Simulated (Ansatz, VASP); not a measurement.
One calculation of Au, two programs

```
Au
1.0
     0.00000    2.07900    2.07900
     2.07900    0.00000    2.07900
     2.07900    2.07900    0.00000
Au
1
Direct
  0.00000 0.00000 0.00000
```

Alike in both runs: functional PBE; k mesh 32 × 32 × 32; occupations gaussian, width 0.3 eV; no spin polarisation.

Ansatz relaxed the structure, and its values are those at the end. VASP's run is a single point on that final structure, the one shown.

|  | VASP | Ansatz |
| --- | --- | --- |
| version | VASP 6.6.1 | Ansatz 0.2.0 |
| potentials or method | VASP PAW PBE potentials, release 64 (Au) | scalar-relativistic, plane waves, PAW |
| plane-wave cutoff (eV) | 520 | 420 |
| valence electrons in the cell | 11 | 19 |

```tsv
	VASP	Ansatz	Ansatz less VASP
gap on the k mesh at the Fermi level (eV)	none	none	-
pressure (GPa)	-0.2	0.0	+0.20
```

A gap of «none» marks a metal or a gap that the smearing closes. VASP's potentials hold 11 valence electrons a cell and Ansatz's 19, so a difference there can come from the potentials and not from the codes.

Neither program's run includes spin-orbit coupling.
